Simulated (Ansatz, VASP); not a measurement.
## Al: VASP beside Ansatz

File POSCAR:

```
Al
1.0
   -1.6227799449      1.6227799449      1.6227799449
    1.6227799449     -1.6227799449      1.6227799449
    1.6227799449      1.6227799449     -1.6227799449
Al
1
Direct
    0.0000000000      0.0000000000      0.0000000000
```

INCAR.step1

```
PREC = Accurate
ENCUT = 550
ISMEAR = 0
SIGMA = 0.05
LREAL = F
LASPH = T
NELM = 120
NBANDS = 8
GGA = PE
ALGO = Normal
EDIFF = 1E-5
LWAVE = T
LCHARG = F
GGA_COMPAT = F
```

INCAR.step2

```
PREC = Accurate
ENCUT = 550
EDIFF = 1E-6
ISMEAR = 0
SIGMA = 0.05
LREAL = F
LASPH = T
NELM = 120
ALGO = Normal
ISIF = 2
LWAVE = F
LCHARG = F
METAGGA = R2SCAN
LMIXTAU = T
NBANDS = 8
ISTART = 1
GGA_COMPAT = F
```

File KPOINTS:

```
Automatic mesh
0
Gamma
  18 18 18
```

Input for Ansatz:

```yaml
crystal:
  lattice:
    - [-1.6227799449, 1.6227799449, 1.6227799449]
    - [1.6227799449, -1.6227799449, 1.6227799449]
    - [1.6227799449, 1.6227799449, -1.6227799449]
  atoms:
    - { symbol: Al, position: [0.0, 0.0, 0.0] }
basis:
  ecutwfc: 600
  ecutrho_ratio: 5
kpoints:
  mp_grid: { grid: [18, 18, 18] }
hamiltonian:
  xc: r2scan
scf:
  occupations: { method: gaussian, width: 0.05 }
output:
  forces: true
  stress: true
  eigenvalues: true
```

Alike in both runs: task single point; functional r2SCAN; k mesh 18 × 18 × 18; occupations gaussian, width 0.05 eV; no spin polarisation.

```csv
,VASP,Ansatz
version,VASP 6.6.1,Ansatz 0.2.0
potentials or method,"VASP PAW PBE potentials, release 64 (Al), cutoff 550 eV","scalar-relativistic, plane waves, PAW"
valence electrons in the cell,3,3
```

|  | VASP | Ansatz | Ansatz less VASP |
| --- | --- | --- | --- |
| gap on the k mesh at the Fermi level (eV) | none | none | - |
| pressure (GPa) | -4.1 | -3.8 | +0.28 |

VASP's potentials were made for PBE, not for r2SCAN. A gap of «none» marks a metal or a gap that the smearing closes.
